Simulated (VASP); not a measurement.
# Cu (Fm-3m) in VASP: notebook, part 2 of 2

VASP 6.6.1. Earlier steps stand in the parts before.

## Step 4: Single point, LDA (volume scaled by 1.03)

File INCAR:

```
PREC = Accurate
ENCUT = 700
EDIFF = 1E-6
ISMEAR = 0
SIGMA = 0.1
LREAL = F
LASPH = T
NELM = 120
ALGO = Normal
ISIF = 2
LWAVE = F
LCHARG = F
NBANDS = 16
GGA_COMPAT = F
```

File KPOINTS:

```
regular mesh
0
Gamma
  20 20 20
```

File POSCAR:

```
Cu
1.0
    0.0000000000      1.7763935166      1.7763935166
    1.7763935166      0.0000000000      1.7763935166
    1.7763935166      1.7763935166      0.0000000000
Cu
1
Direct
    0.0000000000      0.0000000000      0.0000000000
```

The run is started by

```
> cat potpaw_LDA.64/Cu_sv_GW/POTCAR > POTCAR
> mpirun -np 1 vasp_std > vasp.out
```

Wall time 77 s (1 thread of AMD EPYC 7R43 (Zen 3), shared host); peak memory 0.17 GiB.

Results (log left out):

| Property | Result |
| --- | --- |
| Free energy | -4.8533 eV |
| Pressure | -9.4 GPa |

Levels at points of the mesh, in eV from the Fermi level:
```csv
k point,band 8,band 9,band 10,band 11,band 12,band 13
"(0.00, 0.00, 0.00)",-3.19,-2.27,-2.27,23.14,25.99,25.99
"(0.50, 0.00, 0.00)",-1.64,-1.64,-1.15,4.02,21.62,22.74
"(0.50, 0.50, 0.00)",-1.49,-1.49,1.43,7.50,13.40,13.40
```

Caveat: the cell differs from its parent crystal (volume scaled by 1.03).

## Step 5: Single point, LDA

This run uses another cell than the first one, of 10.88 Å³/atom, 0.895 times its volume.

File INCAR:

```
SYSTEM = Cu
  ALGO = Normal
  EDIFF = 1E-6
  ENCUT = 700
  GGA = CA
  GGA_COMPAT = .False.
  ISIF = 2
  ISMEAR = 0
  LASPH = .True.
  LCHARG = .False.
  LREAL = .False.
  LWAVE = .False.
  NBANDS = 16
  NELM = 120
  PREC = Accurate
  SIGMA = 0.1
```

File KPOINTS:

```
k-points
0
Gamma
  20 20 20
  0 0 0
```

File POSCAR:

```
Cu
1.0
    0.0000000000      1.7589767723      1.7589767723
    1.7589767723      0.0000000000      1.7589767723
    1.7589767723      1.7589767723      0.0000000000
Cu
1
Direct
    0.0000000000      0.0000000000      0.0000000000
```

Potentials or basis: VASP PAW LDA potentials, release 64 (Cu_sv_GW).

The run is started by

```
> cat potpaw_LDA.64/Cu_sv_GW/POTCAR > POTCAR
> mpirun -np 1 vasp_std > vasp.out
```

OUTCAR:

```text
SYSTEM = Cu
   EDIFF = 1E-6
   ENCUT = 700
   GGA = CA
   ISIF = 2
   ISMEAR = 0
   LASPH = .True.
   LREAL = .False.
   NELM = 120
   PREC = Accurate

 ion  position               nearest neighbor table
   1  0.000  0.000  0.000-

  LATTYP: Found a face centered cubic cell.
 ALAT       =     3.5179535446

  Lattice vectors:

 A1 = (   0.0000000000,   1.7589767723,   1.7589767723)
 A2 = (   1.7589767723,   0.0000000000,   1.7589767723)
 A3 = (   1.7589767723,   1.7589767723,   0.0000000000)
[... 185 lines left out ...]
      3     -61.3330      2.00000
      4     -61.3330      2.00000
      5      -1.8035      2.00000
      6       4.9314      2.00000
[... 433 lines left out ...]
      3     -61.3563      2.00000
      4     -61.3515      2.00000
      5       2.1691      2.00000
      6       4.9646      2.00000
[... 8 lines left out ...]
     15      34.8456      0.00000
     16      36.7002      0.00000

 [... further k-points ...]
[... 5 lines left out ...]
  --------------------------------------------------------------------------------------
  -------------------------------------------------------------------------------------
  Total       -0.2953888     -0.2953888     -0.2953888      0.0000000      0.0000000      0.0000000
  in kB      -43.4804800    -43.4804800    -43.4804800      0.0000000      0.0000000      0.0000000
  external PRESSURE =     -43.4804800 kB  Pullay stress =       0.0000000 kB

 VOLUME and BASIS-vectors are now :
 -----------------------------------------------------------------------------
  energy-cutoff  :      700.00
  volume of cell :       10.88
      direct lattice vectors                 reciprocal lattice vectors
     0.000000000  1.758976772  1.758976772    -0.284256170  0.284256170  0.284256170
     1.758976772  0.000000000  1.758976772     0.284256170 -0.284256170  0.284256170
     1.758976772  1.758976772  0.000000000     0.284256170  0.284256170 -0.284256170

 POSITION                                       TOTAL-FORCE (eV/Angst)
 -----------------------------------------------------------------------------------
      0.00000      0.00000      0.00000        -0.000000      0.000000      0.000000
 -----------------------------------------------------------------------------------
    total drift:                                0.000000      0.000000      0.000000

  FREE ENERGIE OF THE ION-ELECTRON SYSTEM (eV)
  ---------------------------------------------------
  free  energy   TOTEN  =        -4.8570617558 eV

  energy  without entropy=       -4.8557720392  energy(sigma->0) =       -4.85641690
```

OSZICAR:

```text
N       E                     dE             d eps       ncg     rms          rms(c)
DAV:   1     0.215528896974E+03    0.21553E+03   -0.13884E+04 11176   0.450E+03
DAV:   2     0.171842828335E+01   -0.21381E+03   -0.20383E+03 12480   0.962E+02
DAV:   3    -0.571636766489E+01   -0.74348E+01   -0.74245E+01 11016   0.169E+02
DAV:   4    -0.580878659738E+01   -0.92419E-01   -0.92408E-01 11416   0.131E+01
DAV:   5    -0.581393077892E+01   -0.51442E-02   -0.51442E-02 11640   0.348E+00    0.859E+00
DAV:   6    -0.544319145942E+01    0.37074E+00   -0.57764E+00 10936   0.200E+02    0.551E+00
DAV:   7    -0.487710288610E+01    0.56609E+00   -0.18717E+00  9160   0.108E+02    0.173E+00
DAV:   8    -0.485734630530E+01    0.19757E-01   -0.32964E-02 13160   0.443E+00    0.292E-01
DAV:   9    -0.485711996099E+01    0.22634E-03   -0.16272E-03 13296   0.293E+00    0.872E-02
DAV:  10    -0.485706205554E+01    0.57905E-04   -0.10555E-04 12984   0.767E-01    0.567E-03
DAV:  11    -0.485706175583E+01    0.29971E-06   -0.58055E-07  7064   0.296E-02
   1 F= -.48570618E+01 E0= -.48564169E+01  d E =-.128972E-02
```

stdout:

```text
POSCAR found type information on POSCAR Cu
 POSCAR found :  1 types and       1 ions
 scaLAPACK will be used
 LDA part: xc-table for (Slater(with rela. corr.)+CA(PZ))
 , standard interpolation
 POSCAR, INCAR and KPOINTS ok, starting setup
 FFT: planning ... GRIDC
 FFT: planning ... GRID_SOFT
 FFT: planning ... GRID
 WAVECAR not read
 entering main loop
```

Run time: 24 s. Hardware: 1 thread of Intel Xeon 6975P-C (Granite Rapids), shared host; peak memory 0.2 GiB.

What came out:

| Property | Result |
| --- | --- |
| Free energy | -4.8571 eV |
| Pressure | -4.3 GPa |

## Step 6: Overview

```tsv
task	cell	k mesh	gap on the mesh (eV)	pressure (GPa)
relaxation of cell and atoms	relaxed from a = 2.581 Å, angles 60.0°, 1 atom	10 × 10 × 10	none	-0.4
single point	a = 2.437 Å, angles 60.0°, 1 atom	20 × 20 × 20	none	9.1
single point	a = 2.512 Å, angles 60.0°, 1 atom	20 × 20 × 20	none	-9.4
single point	a = 2.488 Å, angles 60.0°, 1 atom	20 × 20 × 20	none	-4.3
```

Alike in all rows: level LDA; potentials or basis VASP PAW LDA potentials, release 64 (Cu_sv_GW); no spin polarisation; cutoff (eV) 700; smearing gaussian 0.1 eV.

Caveats: the volume moved by -12 % from the deposited cell, more than functionals usually miss (some runs).

Total energies depend on the potentials used, so only differences within one code and one set of settings carry meaning.
